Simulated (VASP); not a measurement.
Be, 2 atoms in the cell. Symmetry: P6_3/mmc, No. 194, hexagonal system. Conventional cell: a = 2.338 Å, b = 2.338 Å, c = 3.673 Å, α = 90.00°, β = 90.00°, γ = 120.00°. Within 3.0 Å of Be (site symmetry -6m2) lie 12 Be at 2.28 to 2.34 Å. 

* Program: VASP 6.6.1
* Task: single point
* Functional: r2SCAN
* Potentials or basis: VASP PAW PBE potentials, release 64 (Be)
* Cutoff: 520 eV
* k mesh: 21 × 21 × 12
* Occupations: gaussian, width 0.1 eV
* Spin: no spin polarisation
* Dipole correction: no
* Further INCAR settings: ALGO = Normal; EDIFF = 1e-06; NBANDS = 9

Potentials or basis: VASP PAW PBE potentials, release 64 (Be).

Command:

```console
$ cat potpaw_PBE.64/Be/POTCAR > POTCAR
$ cp INCAR.step1 INCAR
$ mpirun -np 1 vasp_std > vasp.out
$ cp INCAR.step2 INCAR
$ mpirun -np 1 vasp_std > vasp.out
```

Hardware: 1 thread of Intel Xeon 8259CL, with other jobs on the host.

Question: Estimate the wall time of this run.

Answer: Wall time 2.8 min on 1 thread of Intel Xeon 8259CL, on a shared host, peak memory 0.16 GiB. Counts: k points 336.
